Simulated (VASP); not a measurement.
# Na (Fd-3m) in VASP: a series of runs

Na is run at these levels: revPBE; tasks: single point.

Everything below comes from runs of VASP 6.6.1. Logs are shortened: lines on timing, memory, paths and dates and some standing lists are left out, and cuts for length are marked.

## Step 1: The cell of the first run

The structure is cubic, space group Fd-3m (No. 227). The conventional cell has a = 7.647 Å, b = 7.647 Å, c = 7.647 Å, α = 90.00°, β = 90.00°, γ = 90.00°. Within 4.4 Å of Na (site symmetry -43m) lie 4 Na at 3.31 Å.

This isn't the form of Na at room conditions, which is bcc.

## Step 2: Single point, revPBE (55.89 Å³/atom)

File INCAR:

```
PREC = Accurate
ENCUT = 520
EDIFF = 1E-7
ISMEAR = -1
SIGMA = 0.1
LREAL = F
LASPH = T
NELM = 80
ALGO = Normal
ISIF = 2
LWAVE = F
LCHARG = T
GGA = RE
LELF = T
LVHAR = T
NBANDS = 14
```

File KPOINTS:

```
Automatic mesh
0
Gamma
  8 8 8
```

File POSCAR:

```
Na
1.0
    0.0000000000      3.8232747082      3.8232747082
    3.8232747082      0.0000000000      3.8232747082
    3.8232747082      3.8232747082      0.0000000000
Na
2
Direct
    0.1250000000      0.1250000000      0.1250000000
    0.8750000000      0.8750000000      0.8750000000
```

Potentials or basis: VASP PAW PBE potentials, release 64 (Na_pv).

Command:

```
$ cat potpaw_PBE.64/Na_pv/POTCAR > POTCAR
$ mpirun -np 1 vasp_std > vasp.out
```

OUTCAR:

```text
PREC = Accurate
   ENCUT = 520
   EDIFF = 1E-7
   ISMEAR = -1
   LREAL = F
   LASPH = T
   NELM = 80
   ISIF = 2
   GGA = RE

 ion  position               nearest neighbor table
   1  0.125  0.125  0.125-
   2  0.875  0.875  0.875-

  LATTYP: Found a face centered cubic cell.
 ALAT       =     7.6465494164

  Lattice vectors:

 A1 = (   0.0000000000,   3.8232747082,   3.8232747082)
 A2 = (   3.8232747082,   0.0000000000,   3.8232747082)
 A3 = (   3.8232747082,   3.8232747082,   0.0000000000)

Analysis of symmetry for initial positions (statically):
=====================================================================
 Subroutine PRICEL returns:
 Original cell was already a primitive cell.

 Routine SETGRP: Setting up the symmetry group for a
 face centered cubic supercell.

 Subroutine GETGRP returns: Found 48 space group operations
 (whereof 12 operations were pure point group operations)
 out of a pool of 48 trial point group operations.

The static configuration has the point symmetry D_3d.
 The point group associated with its full space group is O_h .

Analysis of symmetry for dynamics (positions and initial velocities):
=====================================================================
 Subroutine PRICEL returns:
 Original cell was already a primitive cell.

 Routine SETGRP: Setting up the symmetry group for a
 face centered cubic supercell.

 Subroutine GETGRP returns: Found 48 space group operations
 (whereof 12 operations were pure point group operations)
 out of a pool of 48 trial point group operations.

The dynamic configuration has the point symmetry D_3d.
 The point group associated with its full space group is O_h .

 Subroutine INISYM returns: Found 48 space group operations
 (whereof 12 operations are pure point group operations),
 and found     1 'primitive' translations

----------------------------------------------------------------------------------------

                                     Primitive cell

  volume of cell :     111.7729

  direct lattice vectors                    reciprocal lattice vectors
     0.000000000  3.823274708  3.823274708    -0.130777943  0.130777943  0.130777943
     3.823274708  0.000000000  3.823274708     0.130777943 -0.130777943  0.130777943
     3.823274708  3.823274708  0.000000000     0.130777943  0.130777943 -0.130777943

  length of vectors
     5.406926945  5.406926945  5.406926945     0.226514041  0.226514041  0.226514041

  position of ions in fractional coordinates (direct lattice)
     0.125000000  0.125000000  0.125000000
     0.875000000  0.875000000  0.875000000

  ion indices of the primitive-cell ions
   primitive index   ion index
                 1           1
                 2           2

----------------------------------------------------------------------------------------

 KPOINTS: Automatic mesh

Automatic generation of k-mesh.
 Grid dimensions read from file:
 generate k-points for:    8    8    8

 Generating k-lattice:

  Cartesian coordinates                     Fractional coordinates (reciprocal lattice)
    -0.016347243  0.016347243  0.016347243     0.125000000  0.000000000  0.000000000
     0.016347243 -0.016347243  0.016347243     0.000000000  0.125000000  0.000000000
     0.016347243  0.016347243 -0.016347243     0.000000000  0.000000000  0.125000000

  Length of vectors
     0.028314255  0.028314255  0.028314255

  Shift w.r.t. Gamma in fractional coordinates (k-lattice)
     0.000000000  0.000000000  0.000000000

 Subroutine IBZKPT returns following result:
 ===========================================

 Found     29 irreducible k-points:

 Following reciprocal coordinates:
            Coordinates               Weight
  0.000000  0.000000  0.000000      1.000000
  0.125000  0.000000  0.000000      8.000000
  0.250000  0.000000  0.000000      8.000000
  0.375000  0.000000  0.000000      8.000000
  0.500000  0.000000  0.000000      4.000000
  0.125000  0.125000  0.000000      6.000000
[... 16 lines left out ...]
  0.500000  0.250000  0.125000     48.000000
 -0.375000  0.250000  0.125000     24.000000
 [... further k-points ...]
   k-points           NKPTS =     29   k-points in BZ     NKDIM =     29   number of bands    NBANDS=     14
   number of dos      NEDOS =    301   number of ions     NIONS =      2
   total plane-waves  NPLWV =  64000
   dimension x,y,z NGX =    40 NGY =   40 NGZ =   40
   dimension x,y,z NGXF=    80 NGYF=   80 NGZF=   80
   ions per type =               2
   NGX,Y,Z   is equivalent  to a cutoff of  12.30, 12.30, 12.30 a.u.
   NGXF,Y,Z  is equivalent  to a cutoff of  24.60, 24.60, 24.60 a.u.
 SYSTEM =  unknown system
   PREC   = accura    normal or accurate (medium, high low for compatibility)
   ISTART =      0    job   : 0-new  1-cont  2-samecut
   ICHARG =      2    charge: 1-file 2-atom 10-const
   ISPIN  =      1    spin polarized calculation?
   LNONCOLLINEAR =      F non collinear calculations
   LSORBIT =      F    spin-orbit coupling
   LASPH  =      T    aspherical Exc in radial PAW
   ENCUT  =  520.0 eV  38.22 Ry    6.18 a.u.  10.05 10.05 10.05*2*pi/ulx,y,z
   NELM   =     80;   NELMIN=  2; NELMDL= -5     # of ELM steps
   EDIFF  = 0.1E-06   stopping-criterion for ELM
   LREAL  =      F    real-space projection
   EDIFFG = 0.1E-05   stopping-criterion for IOM
   NSW    =      0    number of steps for IOM
   IBRION =     -1    ionic relax: 0-MD 1-quasi-New 2-CG
   NFREE  =      0    steps in history (QN), initial steepest desc. (CG)
   ISIF   =      2    stress and relaxation
   ISYM   =      2    0-nonsym 1-usesym 2-fastsym
   POTIM  = 0.5000    time-step for ionic-motion
   TEBEG  =    0.0;   TEEND  =   0.0 temperature during run
   PSTRESS=    0.0 pullay stress
   NELECT =      14.0000    total number of electrons
   NUPDOWN=      -1.0000    fix difference up-down
   EMIN   =  10.00;   EMAX   =-10.00  energy-range for DOS
   EFERMI =   0.00;   METHOD = LEGACY
   ISMEAR =    -1;   SIGMA  =   0.10  broadening in eV -4-tet -1-fermi 0-gaus
   EFERMI_NEDOS =   21; number of points for ismear=-14 and -15
   IALGO  =     38    algorithm
   IMIX   =      4    mixing-type and parameters
     AMIX     =   0.40;   BMIX     =  1.00
     AMIX_MAG =   1.60;   BMIX_MAG =  1.00
  volume/ion in A,a.u.               =      55.89       377.14
  Fermi-wavevector in a.u.,A,eV,Ry     =   0.819103  1.547881  9.128560  0.670930
  Thomas-Fermi vector in A             =   1.929849
   LORBIT       =      0    0 simple, 1 ext, 2 COOP (PROOUT), +10 PAW based schemes
   GGA     = RE    functional components
   LHFCALC =     F    Hartree Fock is set to
   AEXX    =    0.0000 exact exchange contribution
   IVDW    =     0    specifies the selected vdW correction
   LEPSILON=     F    determine dielectric tensor
   LRPA    =     F    only Hartree local field effects (RPA)
 non-spin polarized calculation
  energy-cutoff  :      520.00
  volume of cell :      111.77
 maximum number of plane-waves:      3032
   NGX = 21   NGY = 21   NGZ = 21

 number of electron      13.9999990 magnetization

 Free energy of the ion-electron system (eV)
  ---------------------------------------------------
  ext. energy  EPLUGINS =         0.00000000
  ---------------------------------------------------
  free energy    TOTEN  =        -1.76077553 eV

  energy without entropy =       -1.72456443  energy(sigma->0) =       -1.74266998

 E-fermi :  -0.5773     XC(G=0):  -5.3535

 val. band max:       -0.6028994267   @ k =   0.5000   0.1250   0.0000
 cond. band min:      -0.5750454612   @ k =  -0.3750   0.2500   0.1250
 fundamental gap:      0.0278539655
 Fermi energy:        -0.5772885314

 k-point     1 :       0.0000    0.0000    0.0000
  band No.  band energies     occupation
      1     -26.0366      2.00000
      2     -26.0365      2.00000
      3     -26.0365      2.00000
      4     -26.0060      2.00000
      5     -26.0059      2.00000
      6     -26.0059      2.00000
      7      -3.0671      2.00000
      8       3.9508      0.00000
      9       3.9508      0.00000
     10       3.9508      0.00000
     11       4.2590      0.00000
     12       4.2590      0.00000
     13       4.2590      0.00000
     14       5.9058      0.00000

 k-point     2 :       0.1250    0.0000    0.0000
  band No.  band energies     occupation
      1     -26.0371      2.00000
      2     -26.0371      2.00000
      3     -26.0364      2.00000
      4     -26.0062      2.00000
      5     -26.0055      2.00000
      6     -26.0055      2.00000
      7      -2.9453      2.00000
      8       2.6837      0.00000
      9       3.6040      0.00000
     10       3.6040      0.00000
     11       4.5545      0.00000
     12       4.7445      0.00000
     13       4.7445      0.00000
     14       5.7359      0.00000

 k-point     3 :       0.2500    0.0000    0.0000
  band No.  band energies     occupation
      1     -26.0382      2.00000
      2     -26.0382      2.00000
      3     -26.0360      2.00000
      4     -26.0069      2.00000
      5     -26.0044      2.00000
      6     -26.0044      2.00000
      7      -2.5822      2.00000
      8       1.2434      0.00000
      9       3.3316      0.00000
     10       3.3316      0.00000
     11       4.4151      0.00000
     12       4.6653      0.00000
     13       4.6653      0.00000
     14       5.7965      0.00000
[... 324 lines left out ...]
 k-point    23 :       0.5000    0.2500    0.1250
  band No.  band energies     occupation
      1     -26.0420      2.00000
      2     -26.0404      2.00000
      3     -26.0307      2.00000
      4     -26.0123      2.00000
      5     -26.0022      2.00000
      6     -26.0008      2.00000
      7      -1.6693      1.99996
      8       0.2817      0.00037
      9       1.4726      0.00000
     10       2.1564      0.00000
     11       4.0277      0.00000
     12       4.6527      0.00000
     13       5.2694      0.00000
     14       6.4360      0.00000

 k-point    24 :      -0.3750    0.2500    0.1250
  band No.  band energies     occupation
      1     -26.0425      2.00000
      2     -26.0409      2.00000
      3     -26.0298      2.00000
      4     -26.0133      2.00000
      5     -26.0018      2.00000
      6     -26.0004      2.00000
      7      -1.0344      1.97952
      8      -0.5750      0.98879
      9       1.5345      0.00000
     10       1.8733      0.00000
     11       4.0876      0.00000
     12       4.4021      0.00000
     13       6.1855      0.00000
     14       6.7315      0.00000

 [... further k-points ...]

------------------------ aborting loop because EDIFF is reached ----------------------------------------

  FORCE on cell =-STRESS in cart. coord.  units (eV):
  Direction    XX          YY          ZZ          XY          YZ          ZX
  --------------------------------------------------------------------------------------
  -------------------------------------------------------------------------------------
  Total        0.0808639      0.0808639      0.0808639     -0.0000000     -0.0000000     -0.0000000
  in kB        1.1591208      1.1591208      1.1591208     -0.0000000     -0.0000000     -0.0000000
  external PRESSURE =       1.1591208 kB  Pullay stress =       0.0000000 kB

 VOLUME and BASIS-vectors are now :
 -----------------------------------------------------------------------------
  energy-cutoff  :      520.00
  volume of cell :      111.77
      direct lattice vectors                 reciprocal lattice vectors
     0.000000000  3.823274708  3.823274708    -0.130777943  0.130777943  0.130777943
     3.823274708  0.000000000  3.823274708     0.130777943 -0.130777943  0.130777943
     3.823274708  3.823274708  0.000000000     0.130777943  0.130777943 -0.130777943

 POSITION                                       TOTAL-FORCE (eV/Angst)
 -----------------------------------------------------------------------------------
      0.95582      0.95582      0.95582        -0.000000      0.000000     -0.000000
      6.69073      6.69073      6.69073         0.000000     -0.000000      0.000000
 -----------------------------------------------------------------------------------
    total drift:                                0.000000      0.000000     -0.000000

  FREE ENERGIE OF THE ION-ELECTRON SYSTEM (eV)
  ---------------------------------------------------
  free  energy   TOTEN  =        -1.7607755274 eV

  energy  without entropy=       -1.7245644273  energy(sigma->0) =       -1.74266998
```

It took 31 s on 1 thread of Intel Xeon Platinum 8259CL at 2.50GHz (Skylake/Cascade Lake), shared host; peak memory 0.23 GiB.

What came out:

| Quantity | Value |
| --- | --- |
| Free energy | -1.7608 eV |
| Pressure | 0.1 GPa |
| Band gap on the k mesh | zero (bands 7 and 8 overlap by 0.74 eV) |

Caveat: the PAW data sets were made with another functional, which shifts forces and pressure a little.

## Step 3: Single point, revPBE

This run uses another cell than the first one, of 58.22 Å³/atom.

File INCAR:

```
SYSTEM = Na
PREC = Accurate
ENCUT = 520
EDIFF = 1E-7
ISMEAR = -1
SIGMA = 0.1
LREAL = .False.
LASPH = .True.
NELM = 60
ALGO = Normal
ISIF = 2
LWAVE = .False.
LCHARG = .True.
GGA = RE
LELF = .True.
LVHAR = .True.
NBANDS = 14
```

File KPOINTS:

```
Automatic mesh
0
Gamma
  8 8 8
  0 0 0
```

File POSCAR:

```
Na
1.0
    0.0000000000      3.8756548433      3.8756548433
    3.8756548433      0.0000000000      3.8756548433
    3.8756548433      3.8756548433      0.0000000000
Na
2
Direct
    0.1250000000      0.1250000000      0.1250000000
    0.8750000000      0.8750000000      0.8750000000
```

Potentials or basis: VASP PAW PBE potentials, release 64 (Na_pv).

Command:

```
$ cat potpaw_PBE.64/Na_pv/POTCAR > POTCAR
$ mpirun -np 1 vasp_std > vasp.out
```

OUTCAR:

```text
SYSTEM = Na
   PREC = Accurate
   ENCUT = 520
   EDIFF = 1E-7
   ISMEAR = -1
   LREAL = .False.
   LASPH = .True.
   NELM = 60
   ISIF = 2
   GGA = RE

 ion  position               nearest neighbor table
   1  0.125  0.125  0.125-
   2  0.875  0.875  0.875-

  LATTYP: Found a face centered cubic cell.
 ALAT       =     7.7513096866

  Lattice vectors:

 A1 = (   0.0000000000,   3.8756548433,   3.8756548433)
 A2 = (   3.8756548433,   0.0000000000,   3.8756548433)
[... 593 lines left out ...]
 [... further k-points ...]

------------------------ aborting loop because EDIFF is reached ----------------------------------------

  FORCE on cell =-STRESS in cart. coord.  units (eV):
  Direction    XX          YY          ZZ          XY          YZ          ZX
  --------------------------------------------------------------------------------------
  -------------------------------------------------------------------------------------
  Total        0.0013496      0.0013496      0.0013496      0.0000000      0.0000000     -0.0000000
  in kB        0.0185712      0.0185712      0.0185712      0.0000000      0.0000000     -0.0000000
  external PRESSURE =       0.0185712 kB  Pullay stress =       0.0000000 kB

 VOLUME and BASIS-vectors are now :
 -----------------------------------------------------------------------------
  energy-cutoff  :      520.00
  volume of cell :      116.43
      direct lattice vectors                 reciprocal lattice vectors
     0.000000000  3.875654843  3.875654843    -0.129010456  0.129010456  0.129010456
     3.875654843  0.000000000  3.875654843     0.129010456 -0.129010456  0.129010456
     3.875654843  3.875654843  0.000000000     0.129010456  0.129010456 -0.129010456

 POSITION                                       TOTAL-FORCE (eV/Angst)
 -----------------------------------------------------------------------------------
      0.96891      0.96891      0.96891         0.000000      0.000000      0.000000
      6.78240      6.78240      6.78240        -0.000000     -0.000000     -0.000000
 -----------------------------------------------------------------------------------
    total drift:                                0.000000      0.000000      0.000000

  FREE ENERGIE OF THE ION-ELECTRON SYSTEM (eV)
  ---------------------------------------------------
  free  energy   TOTEN  =        -1.7626610829 eV

  energy  without entropy=       -1.7257947912  energy(sigma->0) =       -1.74422794
```

stdout:

```text
POSCAR found type information on POSCAR Na
 POSCAR found :  1 types and       2 ions
 scaLAPACK will be used
 -----------------------------------------------------------------------------
|                                                                             |
|                                                                             |
|     You enforced a specific xc type in the INCAR file but a different       |
|     I HOPE YOU KNOW WHAT YOU ARE DOING!                                     |
|                                                                             |
 -----------------------------------------------------------------------------

 LDA part: xc-table for (Slater+PW92), standard interpolation
 POSCAR, INCAR and KPOINTS ok, starting setup
 FFT: planning ... GRIDC
 FFT: planning ... GRID_SOFT
 FFT: planning ... GRID
 WAVECAR not read
 entering main loop
```

Wall time 43 s (1 thread of Intel Xeon Platinum 8259CL at 2.50GHz (Skylake/Cascade Lake), shared host); peak memory 0.25 GiB.

What came out:

| Quantity | Value |
| --- | --- |
| Free energy | -1.7627 eV |
| Pressure | 0.0 GPa |
| Band gap on the k mesh | zero (bands 7 and 8 overlap by 0.67 eV) |

Caveat: the PAW data sets were made with another functional, which shifts forces and pressure a little.

## Step 4: Single point, revPBE (60.54 Å³/atom)

This run uses another cell than the first one, of 60.54 Å³/atom.

File INCAR:

```
SYSTEM = Na
ALGO = Normal
EDIFF = 1E-6
ENCUT = 520
GGA = RE
ISIF = 2
ISMEAR = -1
LASPH = .TRUE.
LCHARG = .TRUE.
LELF = .TRUE.
LREAL = .FALSE.
LVHAR = .TRUE.
LWAVE = .FALSE.
NBANDS = 14
NELM = 80
PREC = Accurate
SIGMA = 0.1
```

File KPOINTS:

```
k-points
0
G
  8 8 8
  0 0 0
```

File POSCAR:

```
Na
1.0
    0.0000000000      3.9266561505      3.9266561505
    3.9266561505      0.0000000000      3.9266561505
    3.9266561505      3.9266561505      0.0000000000
Na
2
Direct
    0.1250000000      0.1250000000      0.1250000000
    0.8750000000      0.8750000000      0.8750000000
```

Command:

```
$ cat potpaw_PBE.64/Na_pv/POTCAR > POTCAR
$ mpirun -np 1 vasp_std > vasp.out
```

Wall time 37 s (1 thread of Intel Xeon Platinum 8259CL at 2.50GHz (Skylake/Cascade Lake), shared host); peak memory 0.25 GiB.

The run converged. Its results:

```
Free energy            : -1.7616 eV
Pressure               : -0.1 GPa
Band gap on the k mesh : zero (bands 7 and 8 overlap by 0.61 eV)
```

Levels at points of the mesh, in eV from the Fermi level:
| k point | band 4 | band 5 | band 6 | band 7 | band 8 | band 9 | band 10 | band 11 |
| --- | --- | --- | --- | --- | --- | --- | --- | --- |
| (0.00, 0.00, 0.00) | -25.44 | -25.44 | -25.44 | -2.36 | 4.29 | 4.29 | 4.29 | 4.62 |
| (0.50, 0.00, 0.00) | -25.45 | -25.44 | -25.44 | -0.78 | -0.24 | 3.59 | 3.59 | 4.38 |
| (0.50, 0.50, 0.00) | -25.46 | -25.44 | -25.44 | 0.04 | 0.04 | 2.25 | 2.25 | 2.87 |

Caveat: the PAW data sets were made with another functional, which shifts forces and pressure a little.

## Step 5: Overview

```csv
cell,gap on the mesh (eV),pressure (GPa)
"a = 5.407 Å, angles 60.0°, 2 atoms",none,0.1
"a = 5.481 Å, angles 60.0°, 2 atoms",none,0.0
"a = 5.553 Å, angles 60.0°, 2 atoms",none,-0.1
```

Alike in all rows: task single point; level revPBE; potentials or basis VASP PAW PBE potentials, release 64 (Na_pv); no spin polarisation; k mesh 8 × 8 × 8; cutoff (eV) 520; smearing fermi-dirac 0.1 eV.

Caveats: the PAW data sets were made with another functional, which shifts forces and pressure a little.

Absolute energies hang on the potentials; compare differences alone.

The gap in the log of VASP goes by the Fermi energy; the results here count the filled bands.